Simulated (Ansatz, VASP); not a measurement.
One calculation of TiC, two programs

```
Ti C
1.0
     0.00000    2.14643    2.14643
     2.14643    0.00000    2.14643
     2.14643    2.14643    0.00000
Ti C
1 1
Direct
  0.00000 0.00000 0.00000
  0.50000 0.50000 0.50000
```

Alike in both runs: functional PBEsol; k mesh 14 × 14 × 14; occupations gaussian, width 0.1 eV; no spin polarisation.

Ansatz relaxed the structure, and its values are those at the end. VASP's run is a single point on that final structure, the one shown.

|  | VASP | Ansatz |
| --- | --- | --- |
| version | VASP 6.6.1 | Ansatz 0.2.0 |
| potentials or method | VASP PAW PBE potentials, release 64 (Ti_sv, C), cutoff 520 eV | scalar-relativistic, plane waves, PAW |
| valence electrons in the cell | 16 | 16 |

|  | VASP | Ansatz | Ansatz less VASP |
| --- | --- | --- | --- |
| gap on the k mesh at the Fermi level (eV) | none | none | - |
| pressure (GPa) | 0.3 | 0.0 | -0.34 |

VASP's potentials were made for PBE, not for PBEsol, and Ansatz warns of the same on its side. A gap of «none» marks a metal or a gap that the smearing closes.
